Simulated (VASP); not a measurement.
Write the native input for VASP 6.6.1 that does the following.

```yaml
Task: relaxation of cell and atoms
Functional: PBE
Dispersion: D3(BJ)
Potentials_or_basis: VASP PAW PBE potentials, release 64 (Mg, F)
Cutoff: 600 eV
k_mesh: 6 × 6 × 8
Occupations: gaussian, width 0.02 eV
Spin: no spin polarisation
Dipole_correction: no
Further_INCAR_settings: ALGO = Normal; EDIFF = 1e-07; IBRION = 2; EDIFFG = -0.005; NSW = 70; ISIF = 3
```

The structure of MgF2 lies in POSCAR:

```
MgF2
1.0
    4.6975999886      0.0000000000      0.0000000000
    0.0000000000      4.6975999886      0.0000000000
    0.0000000000      0.0000000000      3.0930660367
Mg F
2 4
Direct
    0.0000000000      0.0000000000      0.0000000000
    0.5000000000      0.5000000000      0.5000000000
    0.3035644572      0.3035644572      0.0000000000
    0.1964355428      0.8035644572      0.5000000000
    0.6964355428      0.6964355428      0.0000000000
    0.8035644572      0.1964355428      0.5000000000
```

These files were run (other wordings do the same):

INCAR

```
PREC = Accurate ; ENCUT = 600
EDIFF = 1E-7 ; ISMEAR = 0
SIGMA = 0.02 ; LREAL = False
LASPH = True ; NELM = 120
ALGO = Normal ; ISIF = 3
LWAVE = False ; LCHARG = False
GGA = PE ; IVDW = 12
IBRION = 2 ; NSW = 70
EDIFFG = -0.005 ; GGA_COMPAT = False
NELMIN = 4
```

KPOINTS

```
Automatic mesh
0
Gamma
  6 6 8
```

Potentials or basis: VASP PAW PBE potentials, release 64 (Mg, F).

Launch:

```console
$ cat potpaw_PBE.64/Mg/POTCAR potpaw_PBE.64/F/POTCAR > POTCAR
$ mpirun -np 1 vasp_std > vasp.out
```

Results of the run:

| Property | Result |
| --- | --- |
| Relaxed volume | 11.00 Å³/atom |
| Relaxed cell | a = 4.641 Å, b = 4.641 Å, c = 3.065 Å, α = 90.00°, β = 90.00°, γ = 90.00° |
| Space group after relaxing (to 0.1 Å) | P4_2/mnm (No. 136) |
| Energy gained by relaxing | 3.6 meV/atom |
| Ionic steps | 5 |
| Pressure after relaxing | 0.0 GPa |
| Band gap on the k mesh | 7.02 eV |
| Dispersion energy per atom | -0.145 eV |

Run time: 3.6 min on 1 thread of Intel(R) Xeon(R) Platinum 8259CL CPU @ 2.50GHz (Skylake/Cascade Lake), with other jobs on the host, peak memory 0.26 GiB.
